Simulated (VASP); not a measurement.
# Sr in VASP: single point with PBE

Aim: the single point of Sr with PBE.

Everything below comes from runs of VASP 6.6.1. Logs are shortened: lines on timing, memory, paths and dates and some standing lists are left out, and cuts for length are marked.

### Step 1. The cell of the first run

The cell holds a slab with vacuum, 4 atoms: a = 4.324 Å, b = 4.324 Å, c = 27.580 Å, α = 90.00°, β = 90.00°, γ = 60.05°.

### Step 2. Single point, PBE

Input file INCAR:

```
SYSTEM = Sr
PREC = Accurate
ENCUT = 520
EDIFF = 1E-6
ISMEAR = 0
SIGMA = 0.1
LREAL = .False.
LASPH = .True.
NELM = 100
ALGO = Normal
ISIF = 2
LWAVE = .False.
LCHARG = .False.
LDIPOL = .True.
IDIPOL = 3
DIPOL = 0.5 0.5 0.497
GGA = PE
NBANDS = 28
```

Input file KPOINTS:

```
regular mesh
0
Gamma
  9 9 1
  0 0 0
```

Input file POSCAR:

```
Sr
1.0
    4.3239926687      0.0000000007      0.0000000000
    2.1587186600      3.7465779515      0.0000000000
    0.0000000000      0.0000000000     27.5801523402
Sr
4
Direct
    0.1710807700      0.1710807700      0.3081926414
    0.5058305200      0.5058305200      0.4360626352
    0.8399375779      0.8399375779      0.5600360516
    0.5063154003      0.5063154003      0.6821171372
```

Potentials or basis: VASP PAW PBE potentials, release 64 (Sr_sv).

The run is started by

```
> cat potpaw_PBE.64/Sr_sv/POTCAR > POTCAR
> mpirun -np 1 vasp_std > vasp.out
```

OUTCAR:

```text
SYSTEM = Sr
   PREC = Accurate
   ENCUT = 520
   EDIFF = 1E-6
   ISMEAR = 0
   LREAL = .False.
   LASPH = .True.
   NELM = 100
   ISIF = 2
   GGA = PE

 ion  position               nearest neighbor table
   1  0.171  0.171  0.308-   2 4.32   2 4.32   2 4.33
   2  0.506  0.506  0.436-   3 4.23   3 4.23   3 4.24   1 4.32   1 4.32   1 4.33
   3  0.840  0.840  0.560-   4 4.19   4 4.19   4 4.19   2 4.23   2 4.23   2 4.24
   4  0.506  0.506  0.682-   3 4.19   3 4.19   3 4.19

  LATTYP: Found a base centered orthorhombic cell.
 ALAT       =     4.3272691012
 B/A-ratio  =     1.7303020020
 C/A-ratio  =     6.3735699572

  Lattice vectors:

 A1 = (  -2.1587186600,  -3.7465779515,   0.0000000000)
 A2 = (   4.3239926687,   0.0000000007,   0.0000000000)
 A3 = (   0.0000000000,   0.0000000000,  27.5801523402)

Analysis of symmetry for initial positions (statically):
=====================================================================
 Subroutine PRICEL returns:
 Original cell was already a primitive cell.

 Routine SETGRP: Setting up the symmetry group for a
 base centered orthorhombic supercell.

 Subroutine GETGRP returns: Found  2 space group operations
 (whereof  2 operations were pure point group operations)
 out of a pool of  8 trial point group operations.

The static configuration has the point symmetry C_1h.

Analysis of symmetry for dynamics (positions and initial velocities):
=====================================================================
 Subroutine PRICEL returns:
 Original cell was already a primitive cell.

 Routine SETGRP: Setting up the symmetry group for a
 base centered orthorhombic supercell.

 Subroutine GETGRP returns: Found  2 space group operations
 (whereof  2 operations were pure point group operations)
 out of a pool of  8 trial point group operations.

The dynamic configuration has the point symmetry C_1h.

 Subroutine INISYM returns: Found  2 space group operations
 (whereof  2 operations are pure point group operations),
 and found     1 'primitive' translations

----------------------------------------------------------------------------------------

                                     Primitive cell

  volume of cell :     446.8033

  direct lattice vectors                    reciprocal lattice vectors
     4.323992669  0.000000001  0.000000000     0.231267737 -0.133252794  0.000000000
     2.158718660  3.746577951  0.000000000    -0.000000000  0.266910235  0.000000000
     0.000000000  0.000000000 27.580152340     0.000000000  0.000000000  0.036257958

  length of vectors
     4.323992669  4.323992669 27.580152340     0.266910235  0.266910235  0.036257958

  position of ions in fractional coordinates (direct lattice)
     0.171080770  0.171080770  0.308192641
     0.505830520  0.505830520  0.436062635
     0.839937578  0.839937578  0.560036052
     0.506315400  0.506315400  0.682117137

  ion indices of the primitive-cell ions
   primitive index   ion index
                 1           1
                 2           2
                 3           3
                 4           4

----------------------------------------------------------------------------------------

 KPOINTS: regular mesh

Automatic generation of k-mesh.
 Grid dimensions read from file:
 generate k-points for:    9    9    1

 Generating k-lattice:

  Cartesian coordinates                     Fractional coordinates (reciprocal lattice)
     0.025696415 -0.014805866  0.000000000     0.111111111 -0.000000000  0.000000000
    -0.000000000  0.029656693  0.000000000    -0.000000000  0.111111111  0.000000000
     0.000000000  0.000000000  0.036257958     0.000000000  0.000000000  1.000000000

  Length of vectors
     0.029656693  0.029656693  0.036257958

  Shift w.r.t. Gamma in fractional coordinates (k-lattice)
     0.000000000  0.000000000  0.000000000

 Subroutine IBZKPT returns following result:
 ===========================================

 Found     25 irreducible k-points:

 Following reciprocal coordinates:
            Coordinates               Weight
  0.000000  0.000000  0.000000      1.000000
  0.111111  0.000000  0.000000      4.000000
  0.222222  0.000000  0.000000      4.000000
  0.333333 -0.000000  0.000000      4.000000
  0.444444  0.000000  0.000000      4.000000
  0.111111  0.111111  0.000000      2.000000
[... 16 lines left out ...]
 -0.333333  0.333333  0.000000      2.000000
  0.444444  0.444444  0.000000      2.000000
   k-points           NKPTS =     25   k-points in BZ     NKDIM =     25   number of bands    NBANDS=     28
   number of dos      NEDOS =    301   number of ions     NIONS =      4
   total plane-waves  NPLWV = 215040
   dimension x,y,z NGX =    32 NGY =   32 NGZ =  210
   dimension x,y,z NGXF=    64 NGYF=   64 NGZF=  420
   ions per type =               4
   NGX,Y,Z   is equivalent  to a cutoff of  12.30, 12.30, 12.66 a.u.
   NGXF,Y,Z  is equivalent  to a cutoff of  24.61, 24.61, 25.32 a.u.
 SYSTEM =  Sr
   PREC   = accura    normal or accurate (medium, high low for compatibility)
   ISTART =      0    job   : 0-new  1-cont  2-samecut
   ICHARG =      2    charge: 1-file 2-atom 10-const
   ISPIN  =      1    spin polarized calculation?
   LNONCOLLINEAR =      F non collinear calculations
   LSORBIT =      F    spin-orbit coupling
   LASPH  =      T    aspherical Exc in radial PAW
   ENCUT  =  520.0 eV  38.22 Ry    6.18 a.u.   8.04  8.04 51.28*2*pi/ulx,y,z
   NELM   =    100;   NELMIN=  2; NELMDL= -5     # of ELM steps
   EDIFF  = 0.1E-05   stopping-criterion for ELM
   LREAL  =      F    real-space projection
   EDIFFG = 0.1E-04   stopping-criterion for IOM
   NSW    =      0    number of steps for IOM
   IBRION =     -1    ionic relax: 0-MD 1-quasi-New 2-CG
   NFREE  =      0    steps in history (QN), initial steepest desc. (CG)
   ISIF   =      2    stress and relaxation
   ISYM   =      2    0-nonsym 1-usesym 2-fastsym
   POTIM  = 0.5000    time-step for ionic-motion
   TEBEG  =    0.0;   TEEND  =   0.0 temperature during run
   PSTRESS=    0.0 pullay stress
   NELECT =      40.0000    total number of electrons
   NUPDOWN=      -1.0000    fix difference up-down
   EMIN   =  10.00;   EMAX   =-10.00  energy-range for DOS
   EFERMI =   0.00;   METHOD = LEGACY
   ISMEAR =     0;   SIGMA  =   0.10  broadening in eV -4-tet -1-fermi 0-gaus
   EFERMI_NEDOS =   21; number of points for ismear=-14 and -15
   IALGO  =     38    algorithm
   IMIX   =      4    mixing-type and parameters
     AMIX     =   0.40;   BMIX     =  1.00
     AMIX_MAG =   1.60;   BMIX_MAG =  1.00
  volume/ion in A,a.u.               =     111.70       753.79
  Fermi-wavevector in a.u.,A,eV,Ry     =   0.732357  1.383954  7.297436  0.536346
  Thomas-Fermi vector in A             =   1.824800
   LORBIT       =      0    0 simple, 1 ext, 2 COOP (PROOUT), +10 PAW based schemes
   GGA     = PE    functional components
   LHFCALC =     F    Hartree Fock is set to
   AEXX    =    0.0000 exact exchange contribution
   IVDW    =     0    specifies the selected vdW correction
   LEPSILON=     F    determine dielectric tensor
   LRPA    =     F    only Hartree local field effects (RPA)
 non-spin polarized calculation
 Gauss-broadening in eV      SIGMA  =   0.10
  energy-cutoff  :      520.00
  volume of cell :      446.80
 maximum number of plane-waves:     12088
   NGX = 17   NGY = 17   NGZ =103

 dipolmoment           0.000000      0.000000      0.007395 electrons x Angstroem

 number of electron      40.0000000 magnetization

 dipolmoment           0.000000      0.000000     -0.003127 electrons x Angstroem

 Free energy of the ion-electron system (eV)
  ---------------------------------------------------
  ext. energy  EPLUGINS =         0.00000000
  ---------------------------------------------------
  free energy    TOTEN  =        -5.86556256 eV

  energy without entropy =       -5.84393127  energy(sigma->0) =       -5.85474691

 E-fermi :  -0.3924     XC(G=0):  -4.2257

 val. band max:       -0.4062164008   @ k =   0.4444   0.2222   0.0000
 cond. band min:      -0.3887787819   @ k =  -0.3333   0.3333   0.0000
 fundamental gap:      0.0174376188
 Fermi energy:        -0.3923572433

 k-point     1 :       0.0000    0.0000    0.0000
  band No.  band energies     occupation
      1     -37.4597      2.00000
      2     -37.4094      2.00000
      3     -37.0687      2.00000
      4     -37.0145      2.00000
      5     -19.4992      2.00000
      6     -19.4591      2.00000
[... 20 lines left out ...]
     27       1.7094      0.00000
     28       1.7366      0.00000

 k-point     2 :       0.1111    0.0000    0.0000
  band No.  band energies     occupation
      1     -37.4588      2.00000
      2     -37.4085      2.00000
      3     -37.0678      2.00000
      4     -37.0136      2.00000
      5     -19.4969      2.00000
      6     -19.4566      2.00000
[... 20 lines left out ...]
     27       1.5617      0.00000
     28       1.7373      0.00000

 k-point     3 :       0.2222    0.0000    0.0000
  band No.  band energies     occupation
      1     -37.4566      2.00000
      2     -37.4063      2.00000
      3     -37.0655      2.00000
      4     -37.0114      2.00000
      5     -19.4912      2.00000
      6     -19.4504      2.00000
[... 20 lines left out ...]
     27       1.2249      0.00000
     28       1.5316      0.00000

 k-point     4 :       0.3333   -0.0000    0.0000
  band No.  band energies     occupation
      1     -37.4541      2.00000
      2     -37.4037      2.00000
      3     -37.0628      2.00000
      4     -37.0089      2.00000
      5     -19.4848      2.00000
      6     -19.4435      2.00000
[... 20 lines left out ...]
     27       1.1329      0.00000
     28       1.5109      0.00000

 k-point     5 :       0.4444    0.0000    0.0000
  band No.  band energies     occupation
      1     -37.4524      2.00000
      2     -37.4021      2.00000
      3     -37.0611      2.00000
      4     -37.0073      2.00000
      5     -19.4806      2.00000
      6     -19.4562      2.00000
[... 20 lines left out ...]
     27       1.0033      0.00000
     28       1.4233      0.00000

 k-point     6 :       0.1111    0.1111    0.0000
  band No.  band energies     occupation
      1     -37.4588      2.00000
      2     -37.4085      2.00000
      3     -37.0678      2.00000
      4     -37.0136      2.00000
      5     -19.4969      2.00000
      6     -19.4566      2.00000
[... 463 lines left out ...]
      5     -19.4815      2.00000
      6     -19.4427      2.00000
[... 20 lines left out ...]
     27       1.0007      0.00000
     28       1.3863      0.00000

 k-point    22 :      -0.4444    0.3333    0.0000
  band No.  band energies     occupation
      1     -37.4517      2.00000
      2     -37.4013      2.00000
      3     -37.0603      2.00000
      4     -37.0066      2.00000
      5     -19.4786      2.00000
      6     -19.4407      2.00000
[... 20 lines left out ...]
     27       0.6503      0.00000
     28       1.0410      0.00000

 k-point    23 :      -0.3333    0.3333    0.0000
  band No.  band energies     occupation
      1     -37.4512      2.00000
      2     -37.4009      2.00000
      3     -37.0598      2.00000
      4     -37.0061      2.00000
      5     -19.4775      2.00000
      6     -19.4355      2.00000
[... 20 lines left out ...]
     27       0.5059      0.00000
     28       0.7950      0.00000

 k-point    24 :       0.4444    0.4444    0.0000
  band No.  band energies     occupation
      1     -37.4524      2.00000
      2     -37.4020      2.00000
      3     -37.0610      2.00000
      4     -37.0073      2.00000
      5     -19.4806      2.00000
      6     -19.4564      2.00000
[... 20 lines left out ...]
     27       1.0085      0.00000
     28       1.4315      0.00000

 [... further k-points ...]

------------------------ aborting loop because EDIFF is reached ----------------------------------------

 vacuum level on the upper side and lower side of the slab       (xc-potential included)        -0.224        -0.187

  FORCE on cell =-STRESS in cart. coord.  units (eV):
  Direction    XX          YY          ZZ          XY          YZ          ZX
  --------------------------------------------------------------------------------------
  -------------------------------------------------------------------------------------
  Total       -0.3809215     -0.3860039     -0.3976195      0.0044103     -0.0033737     -0.0058376
  in kB       -1.3659341     -1.3841586     -1.4258107      0.0158148     -0.0120978     -0.0209328
  external PRESSURE =      -1.3919678 kB  Pullay stress =       0.0000000 kB

 VOLUME and BASIS-vectors are now :
 -----------------------------------------------------------------------------
  energy-cutoff  :      520.00
  volume of cell :      446.80
      direct lattice vectors                 reciprocal lattice vectors
     4.323992669  0.000000001  0.000000000     0.231267737 -0.133252794  0.000000000
     2.158718660  3.746577951  0.000000000    -0.000000000  0.266910235  0.000000000
     0.000000000  0.000000000 27.580152340     0.000000000  0.000000000  0.036257958

 POSITION                                       TOTAL-FORCE (eV/Angst)
 -----------------------------------------------------------------------------------
      1.10907      0.64097      8.50000         0.001152      0.000666      0.118939
      3.27915      1.89513     12.02667        -0.000779     -0.000450     -0.127247
      5.44507      3.14689     15.44588        -0.000205     -0.000118      0.007007
      3.28230      1.89695     18.81289        -0.000169     -0.000098      0.001301
 -----------------------------------------------------------------------------------
    total drift:                                0.000017      0.000010      0.000092

  FREE ENERGIE OF THE ION-ELECTRON SYSTEM (eV)
  ---------------------------------------------------
  free  energy   TOTEN  =        -5.8655625563 eV

  energy  without entropy=       -5.8439312692  energy(sigma->0) =       -5.85474691

 vacuum level on the upper side and lower side of the slab         1.995         2.019
```

It took 24 min on 1 thread of Intel Xeon 8259CL, shared host; peak memory 0.65 GiB.

What came out:

* Free energy: -5.8656 eV
* Largest force: 0.127 eV/Å

Forces in eV/Å, atoms in the order of the input:
```
Sr   0.001  0.001  0.119
Sr  -0.001  0.000 -0.127
Sr   0.000  0.000  0.007
Sr   0.000  0.000  0.001
```

Levels at points of the mesh, in eV from the Fermi level:
| k point | band 18 | band 19 | band 20 | band 21 | band 22 | band 23 |
| --- | --- | --- | --- | --- | --- | --- |
| (0.00, 0.00, 0.00) | -3.06 | -2.35 | -1.53 | 0.06 | 0.32 | 0.80 |
